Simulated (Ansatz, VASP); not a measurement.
**One calculation of ZnS, two programs**

Contents of POSCAR:

```
ZnS
1.0
    0.0000000000      2.7051396952      2.7051396952
    2.7051396952      0.0000000000      2.7051396952
    2.7051396952      2.7051396952      0.0000000000
Zn S
1 1
Direct
    0.2500000000      0.2500000000      0.2500000000
    0.0000000000      0.0000000000      0.0000000000
```

INCAR.step1

```
ALGO = Normal ; EDIFF = 1E-4
ENCUT = 600 ; GGA = PE
ISMEAR = 0 ; LASPH = T
LCHARG = F ; LREAL = F
LWAVE = T ; NELM = 60
PREC = Accurate ; SIGMA = 0.02
```

Contents of INCAR.step2:

```
ALGO = Normal ; EDIFF = 1E-7
EDIFFG = -0.005 ; ENCUT = 600
IBRION = 2 ; ISIF = 3
ISMEAR = 0 ; ISTART = 1
LASPH = T ; LCHARG = F
LMIXTAU = T ; LREAL = F
LWAVE = F ; METAGGA = R2SCAN
NELM = 60 ; NSW = 100
PREC = Accurate ; SIGMA = 0.02
```

KPOINTS

```
k-points
0
Gamma
  8 8 8
```

Input for Ansatz:

```yaml
crystal:
  lattice:
    - [0.0, 2.7051396952, 2.7051396952]
    - [2.7051396952, 0.0, 2.7051396952]
    - [2.7051396952, 2.7051396952, 0.0]
  atoms:
    - { symbol: Zn, position: [0.25, 0.25, 0.25] }
    - { symbol: S, position: [0.0, 0.0, 0.0] }
basis:
  ecutwfc: 500
kpoints:
  mp_grid: { grid: [8, 8, 8] }
hamiltonian:
  xc: r2scan
scf:
  occupations: { method: gaussian, width: 0.02 }
output:
  forces: true
  stress: true
  eigenvalues: true
relax:
  adjacent_minimum: "off"
  f_tol: 0.005
  max_steps: 80
  cell: { stress_tol: 0.05 }
```

Alike in both runs: task relaxation of cell and atoms; functional r2SCAN; k mesh 8 × 8 × 8; occupations gaussian, width 0.02 eV; no spin polarisation.

|  | VASP | Ansatz |
| --- | --- | --- |
| version | VASP 6.6.1 | Ansatz 0.2.0 |
| potentials or method | VASP PAW PBE potentials, release 64 (Zn, S), cutoff 600 eV | scalar-relativistic, plane waves, PAW |
| valence electrons in the cell | 18 | 18 |

Ansatz gave:

* gap on the k mesh at the Fermi level, each at its own relaxed structure (eV): 2.70
* relaxed volume (Å³/atom): 19.56
* relaxed cell length with the largest relative difference (Å): 3.811

Question: Estimate VASP's values.

Answer: gap on the k mesh at the Fermi level, each at its own relaxed structure (eV): 2.71; relaxed volume (Å³/atom): 19.57; relaxed cell length with the largest relative difference (Å): 3.811.

VASP's potentials were made for PBE, not for r2SCAN.
